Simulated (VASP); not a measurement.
A run of VASP 6.6.1 is set up as follows.

Contents of INCAR:

```
ALGO = Normal
EDIFF = 1E-6
ENCUT = 520
GGA = PE
ISIF = 2
ISMEAR = 0
LASPH = T
LCHARG = T
LELF = T
LREAL = Auto
LVHAR = T
LWAVE = F
NBANDS = 43
NELECT = 62.0
NELM = 60
PREC = Accurate
SIGMA = 0.02
```

Contents of KPOINTS:

```
k-points
0
Gamma
  2 2 2
```

POSCAR

```
Si
1.0
    0.0000000000      5.4700937627     -5.4700937627
    5.4700937627      5.4700937627      0.0000000000
    5.4700937627      0.0000000000     -5.4700937627
Si
15
Direct
    0.1336306941      0.1336306941      0.1336306941
    0.1336306941      0.5991079177      0.1336306941
    0.5991079177      0.1336306941      0.1336306941
    0.6248383088      0.6248383088      0.1254850735
    0.1336306941      0.1336306941      0.5991079177
    0.1254850735      0.6248383088      0.6248383088
    0.6248383088      0.1254850735      0.6248383088
    0.6248383088      0.6248383088      0.6248383088
    0.2461747202      0.7538252798      0.2461747202
    0.7538252798      0.7538252798      0.2461747202
    0.7538252798      0.2461747202      0.2461747202
    0.2461747202      0.7538252798      0.7538252798
    0.2461747202      0.2461747202      0.7538252798
    0.7500000000      0.7500000000      0.7500000000
    0.7538252798      0.2461747202      0.7538252798
```

Potentials or basis: VASP PAW PBE potentials, release 64 (Si).

Run with:

```console
$ cat potpaw_PBE.64/Si/POTCAR > POTCAR
$ mpirun -np 1 vasp_std > vasp.out
```

(1) Estimate the largest force.

Answers

(1) 0.006 eV/Å.

Caveat: the k points lie up to 0.50 Å⁻¹ apart; the cell carries a net charge on a neutralising background, which shifts energy and pressure.
